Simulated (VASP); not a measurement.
Runs of VASP 6.6.1 on HfB2. The structure is that of space group P6/mmm (No. 191), or close to it. The cells are those of the table. 

| task | cell | cutoff (eV) | gap on the mesh (eV) | pressure (GPa) |
| --- | --- | --- | --- | --- |
| single point | a = 3.099, b = 3.099, c = 3.406 Å, angles 90.0, 90.0, 120.0°, 3 atoms | 520 | none | 8.5 |
| relaxation of shape and atoms at fixed volume | relaxed from a = 3.066, b = 3.066, c = 3.371 Å, angles 90.0, 90.0, 120.0°, 3 atoms | 600 | none | 18.4 |
| single point | a = 3.140, b = 3.140, c = 3.480 Å, angles 90.0, 90.0, 120.0°, 3 atoms | 520 | none | (a) |
| single point | a = 3.184, b = 3.184, c = 3.526 Å, angles 90.0, 90.0, 120.0°, 3 atoms | 520 | none | -13.8 |
| single point | a = 3.219, b = 3.219, c = 3.579 Å, angles 90.0, 90.0, 120.0°, 3 atoms | 520 | none | -20.9 |
| relaxation of shape and atoms at fixed volume | relaxed from a = 3.036, b = 3.036, c = 3.329 Å, angles 90.0, 90.0, 120.0°, 3 atoms | 600 | none | 30.0 |
| single point | a = 3.156, b = 3.156, c = 3.486 Å, angles 90.0, 90.0, 120.0°, 3 atoms | 520 | none | -7.5 |
| relaxation of shape and atoms at fixed volume | relaxed from a = 3.096, b = 3.096, c = 3.412 Å, angles 90.0, 90.0, 120.0°, 3 atoms | 600 | none | 8.5 |

Alike in all rows: level PBEsol; potentials or basis VASP PAW PBE potentials, release 64 (Hf_pv, B); no spin polarisation; k mesh 18 × 18 × 12; smearing gaussian 0.1 eV.

**Question.** Estimate the missing entries.

**Answer.** (a) -4.5.

Caveats: the PAW data sets were made with another functional, which shifts forces and pressure a little; spin-orbit coupling is left out, which moves the levels of the heavy elements; the cell stands under tension (at least some runs); the cell stands under pressure (at least some runs).

A k mesh can miss the band edges, and the runs leave out spin-orbit coupling on Hf.

A gap of «none» marks levels without a gap at the run's occupations.
